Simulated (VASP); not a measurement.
Runs of VASP 6.6.1 on SrCl2. The structure is that of space group Fm-3m (No. 225), or close to it. The cells are those of the table. 

```csv
task,spin,cell,gap on the mesh (eV),pressure (GPa)
single point,off,"a = 4.862 Å, angles 60.0°, 3 atoms",5.29,0.7
single point,off,"a = 4.887 Å, angles 60.0°, 3 atoms",5.24,0.1
single point,off,"a = 4.899, b = 4.899, c = 4.887 Å, angles 60.1, 60.1, 59.8°, 3 atoms",5.21,-0.1
relaxation of the atoms,off,"atoms relaxed from a = 4.874 Å, angles 60.3°, 3 atoms",5.24,0.1
single point,"non-collinear, zero start, SOC","a = 4.887 Å, angles 60.0°, 3 atoms",-,0.1
single point,off,"a = 4.874 Å, angles 60.3°, 3 atoms",5.24,0.1
single point,off,"a = 4.911 Å, angles 60.0°, 3 atoms",(a),(b)
```

Alike in all rows: level PBEsol; potentials or basis VASP PAW PBE potentials, release 64 (Sr_sv, Cl); k mesh 6 × 6 × 6; cutoff (eV) 520; smearing gaussian 0.01 eV.

**Question.** Fill in the values left out.

**Answer.** (a) 5.18; (b) -0.5.

Caveats: the PAW data sets were made with another functional, which shifts forces and pressure a little.

A k mesh can miss the band edges, and rows without SOC leave out spin-orbit coupling on Sr.
